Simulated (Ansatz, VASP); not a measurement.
## Pd in VASP and in Ansatz

INCAR

```
SYSTEM = Pd
ALGO = Normal
DIPOL = 0.5 0.5 0.500
EDIFF = 1E-6
ENCUT = 400
GGA = PE
GGA_COMPAT = .False.
IDIPOL = 3
ISIF = 2
ISMEAR = -1
LASPH = .True.
LCHARG = .False.
LDIPOL = .True.
LREAL = .False.
LWAVE = .False.
NBANDS = 22
NELM = 120
NELMDL = -8
PREC = Accurate
SIGMA = 0.05
```

The input KPOINTS:

```
k-points
0
Gamma
  12 12 1
  0 0 0
```

Contents of POSCAR:

```
Pd
1.0
    2.7888697467      0.0000000000      0.0000000000
    0.0000000000      2.7888697467      0.0000000000
    0.0000000000      0.0000000000     19.9441000000
Pd
3
Direct
    0.0000000000      0.0000000000      0.4027983877
    0.5000000000      0.5000000000      0.4999999981
    0.0000000000      0.0000000000      0.5972016142
```

Input for Ansatz:

```yaml
crystal:
  lattice:
    - [2.7888697467, 0.0, 0.0]
    - [0.0, 2.7888697467, 0.0]
    - [0.0, 0.0, 19.9441]
  atoms:
    - { symbol: Pd, position: [0.0, 0.0, 0.4027983877] }
    - { symbol: Pd, position: [0.5, 0.5, 0.4999999981] }
    - { symbol: Pd, position: [0.0, 0.0, 0.5972016142] }
  periodic: [true, true, false]
kpoints:
  mp_grid: { grid: [12, 12, 1] }
scf:
  occupations: { method: fermi_dirac, width: 0.05 }
hamiltonian:
  xc: pbe
  pseudopotentials: { kind: all_electron, lapw: { basis_error: 0.001 } }
output:
  forces: true
  stress: true
  eigenvalues: true
```

Alike in both runs: task single point; functional PBE; k mesh 12 × 12 × 1; occupations fermi-dirac, width 0.05 eV; no spin polarisation.

|  | VASP | Ansatz |
| --- | --- | --- |
| version | VASP 6.6.1 | Ansatz 0.2.0 |
| potentials or method | VASP PAW PBE potentials, release 64 (Pd), cutoff 400 eV | all-electron LAPW, scalar-relativistic |

|  | VASP | Ansatz | Ansatz less VASP |
| --- | --- | --- | --- |
| rms of the force components (eV/Å) | 0.007 | 0.004 | -0.0023 |

Atom by atom the forces differ by 0.002 eV/Å (rms over components). Ansatz ran all-electron here, and VASP with PAW potentials. Ansatz's warnings: slab cell height set.
